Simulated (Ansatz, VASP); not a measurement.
## One calculation of ZrC, two programs

INCAR

```
SYSTEM = ZrC
PREC     = Accurate       ! precision mode
ENCUT    = 520            ! plane-wave cutoff, eV
EDIFF    = 1E-8           ! SCF threshold, eV
ISMEAR   = -1             ! smearing method
SIGMA    = 0.05           ! smearing width, eV
LREAL    = .FALSE.        ! projectors in reciprocal space
LASPH    = .TRUE.         ! aspherical terms in the spheres
NELM     = 80             ! most SCF steps
ALGO     = Normal         ! electronic algorithm
ISIF     = 2              ! what is computed and relaxed
LWAVE    = .FALSE.        ! write WAVECAR
LCHARG   = .FALSE.        ! write CHGCAR
GGA      = PS             ! functional
LEFG     = .TRUE.       
NBANDS   = 15             ! bands
```

Contents of KPOINTS:

```
regular mesh
0
G
  15 15 15
  0 0 0
```

POSCAR

```
ZrC
1.0
    0.0000000000      2.3502100000      2.3032058000
    2.3502100000      0.0000000000      2.3032058000
    2.3502100000      2.3502100000      0.0000000000
Zr C
1 1
Direct
    0.5000000000      0.5000000000      0.5000000000
    0.0000000000      0.0000000000      0.0000000000
```

Input for Ansatz:

```yaml
crystal:
  lattice:
    - [0.0, 2.35021, 2.3032058]
    - [2.35021, 0.0, 2.3032058]
    - [2.35021, 2.35021, 0.0]
  atoms:
    - { symbol: Zr, position: [0.5, 0.5, 0.5] }
    - { symbol: C, position: [0.0, 0.0, 0.0] }
kpoints:
  mp_grid: { grid: [15, 15, 15] }
scf:
  occupations: { method: fermi_dirac, width: 0.05 }
hamiltonian:
  xc: pbesol
  pseudopotentials: { kind: all_electron, datasets: crystal }
output:
  forces: true
  stress: true
  eigenvalues: true
  efg: { contact_densities: true }
```

Change from the starting cell: zz strain of -2 %, crystal datasets.

Alike in both runs: task electric field gradients; functional PBEsol; k mesh 15 × 15 × 15; occupations fermi-dirac, width 0.05 eV; no spin polarisation.

|  | VASP | Ansatz |
| --- | --- | --- |
| version | VASP 6.6.1 | Ansatz 0.2.0 |
| potentials or method | VASP PAW PBE potentials, release 64 (Zr_sv, C), cutoff 520 eV | all-electron PAW with datasets made for the crystal, scalar-relativistic |

```csv
,VASP,Ansatz,Ansatz less VASP
pressure (GPa),0.6,0.2,-0.32
"traceless stress, the component that is largest in VASP (GPa)",5.44,5.39,-0.042
size of Vzz on the site where it differs most (V/Å²),29.8,30.5,+0.72
```

VASP's potentials were made for PBE, not for PBEsol. Ansatz ran all-electron here, and VASP with PAW potentials.
